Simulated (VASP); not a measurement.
Wanted: the native input for a VASP 6.6.1 run.

```yaml
Task: single point
Functional: PBE
Potentials_or_basis: VASP PAW PBE potentials, release 64 (Ba_sv, F)
Cutoff: 600 eV
k_mesh: 8 × 8 × 8
Occupations: fermi-dirac, width 0.05 eV
Spin: no spin polarisation
Dipole_correction: no
Further_INCAR_settings: ALGO = Normal; EDIFF = 1e-06; NBANDS = 19
```

The structure of BaF2 lies in POSCAR:

```
BaF2
1.0
    0.0000000000      3.1229956589      3.1229956589
    3.1229956589      0.0000000000      3.1229956589
    3.1229956589      3.1229956589      0.0000000000
Ba F
1 2
Direct
    0.0000000000      0.0000000000      0.0000000000
    0.7500000000      0.7500000000      0.7500000000
    0.2500000000      0.2500000000      0.2500000000
```

The input as run:

INCAR

```
PREC = Accurate
ENCUT = 600
EDIFF = 1E-6
ISMEAR = -1
SIGMA = 0.05
LREAL = False
LASPH = True
NELM = 120
ALGO = Normal
ISIF = 2
LWAVE = False
LCHARG = True
GGA = PE
LELF = True
LVHAR = True
NBANDS = 19
GGA_COMPAT = False
```

KPOINTS

```
regular mesh
0
Gamma
  8 8 8
```

Potentials or basis: VASP PAW PBE potentials, release 64 (Ba_sv, F).

Command:

```bash
$ cat potpaw_PBE.64/Ba_sv/POTCAR potpaw_PBE.64/F/POTCAR > POTCAR
$ mpirun -np 1 vasp_std > vasp.out
```

Results of the run:

```yaml
Pressure: 0.9 GPa
Band_gap_on_the_k_mesh: 6.67 eV (least direct gap 6.73 eV)
```

Caveat: spin-orbit coupling is left out, which moves the levels of the heavy elements.

Wall time 69 s on 1 thread of Intel Xeon 8259CL, with other jobs on the host, peak memory 0.22 GiB.
